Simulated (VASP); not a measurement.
Write the native input for VASP 6.6.1 that does the following.

```
Task                   : single point
Functional             : PBE
Potentials or basis    : VASP PAW PBE potentials, release 64 (Si, Mo_sv)
Cutoff                 : 500 eV
k mesh                 : 5 × 5 × 5
Occupations            : gaussian, width 0.2 eV
Spin                   : no spin polarisation
Dipole correction      : no
Further INCAR settings : ALGO = Normal; EDIFF = 1e-06; NBANDS = 31
```

The structure of SiMo3 lies in POSCAR:

```
SiMo3
1.0
    0.0000000000      3.1001737858      3.1001737858
    3.1001737858      0.0000000000      3.1001737858
    3.1001737858      3.1001737858      0.0000000000
Si Mo
1 3
Direct
    0.0000000000      0.0000000000      0.0000000000
    0.5000000000      0.5000000000      0.5000000000
    0.7500000000      0.7500000000      0.7500000000
    0.2500000000      0.2500000000      0.2500000000
```

The input as run:

INCAR

```
SYSTEM = SiMo3
ALGO = Normal
EDIFF = 1E-6
ENCUT = 500
GGA = PE
GGA_COMPAT = .False.
ISIF = 2
ISMEAR = 0
LASPH = .True.
LCHARG = .True.
LELF = .True.
LREAL = .False.
LVHAR = .True.
LWAVE = .False.
NBANDS = 31
NELM = 120
PREC = Accurate
SIGMA = 0.2
```

KPOINTS

```
k-points
0
Gamma
  5 5 5
  0 0 0
```

Potentials or basis: VASP PAW PBE potentials, release 64 (Si, Mo_sv).

The run is started by

```console
$ cat potpaw_PBE.64/Si/POTCAR potpaw_PBE.64/Mo_sv/POTCAR > POTCAR
$ mpirun -np 1 vasp_std > vasp.out
```

Results of the run:

```json
{"Pressure": "0.3 GPa", "Band gap on the k mesh": "zero (bands 23 and 24 overlap by 1.74 eV)"}
```

It took 23 s on 1 thread of Intel(R) Xeon(R) Platinum 8259CL CPU @ 2.50GHz (Skylake/Cascade Lake), with other jobs on the host, peak memory 0.17 GiB.
